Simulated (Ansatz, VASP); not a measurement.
## Ca: VASP beside Ansatz

The input INCAR:

```
SYSTEM = Ca
PREC = Accurate
ENCUT = 520
EDIFF = 1E-7
ISMEAR = -1
SIGMA = 0.1
LREAL = .False.
LASPH = .True.
NELM = 80
ALGO = Normal
ISIF = 2
LWAVE = .False.
LCHARG = .True.
GGA = CA
LELF = .True.
LVHAR = .True.
NBANDS = 22
```

KPOINTS

```
regular mesh
0
Gamma
  7 7 10
  0 0 0
```

The input POSCAR:

```
Ca
1.0
    6.2249335004      0.0000000000      0.0000000000
   -3.1124667502      5.3909505483      0.0000000000
    0.0000000000      0.0000000000      3.7127399633
Ca
3
Direct
    0.0000000000      1.0000000000      0.0000000000
    0.3333333333      0.6666666667      0.5000000000
    0.6666666667      0.3333333333      0.5000000000
```

Input for Ansatz:

```yaml
crystal:
  lattice:
    - [6.2249335004, 0.0, 0.0]
    - [-3.1124667502, 5.3909505483, 0.0]
    - [0.0, 0.0, 3.7127399633]
  atoms:
    - { symbol: Ca, position: [0.0, 1.0, 0.0] }
    - { symbol: Ca, position: [0.3333333333, 0.6666666667, 0.5] }
    - { symbol: Ca, position: [0.6666666667, 0.3333333333, 0.5] }
hamiltonian:
  xc: lda
  pseudopotentials:
    kind: paw
    azcp:
      Ca: "pseudopotentials/Ca.paw.azcp"
basis:
  ecutwfc: 420
  fft_grid_basis: typed
kpoints:
  mp_grid: { grid: [7, 7, 10], shift: [0, 0, 0] }
magnetization:
  spin_polarized: false
scf:
  occupations: { method: fermi_dirac, width: 0.1 }
  lower_state_search: "off"
output:
  stress: true
```

Alike in both runs: task single point; functional LDA; k mesh 7 × 7 × 10; occupations fermi-dirac, width 0.1 eV; no spin polarisation.

|  | VASP | Ansatz |
| --- | --- | --- |
| version | VASP 6.6.1 | Ansatz 0.2.0 |
| potentials or method | VASP PAW LDA potentials, release 64 (Ca_sv), cutoff 520 eV | plane waves (420 eV) with PAW, scalar-relativistic |
| valence electrons in the cell | 30 | 30 |

Ansatz gave:

```
pressure (GPa)                                                : -1.3
traceless stress, the component that is largest in VASP (GPa) : 0.08
```

Task: What did VASP give for the same quantities?

Result: Pressure (GPa): -1.3; traceless stress, the component that is largest in VASP (GPa): 0.07.

Ansatz warns that its potentials were made for another functional, while VASP's fit it. LDA's correlation is that of Perdew and Zunger in VASP and of Perdew and Wang (1992) in Ansatz.
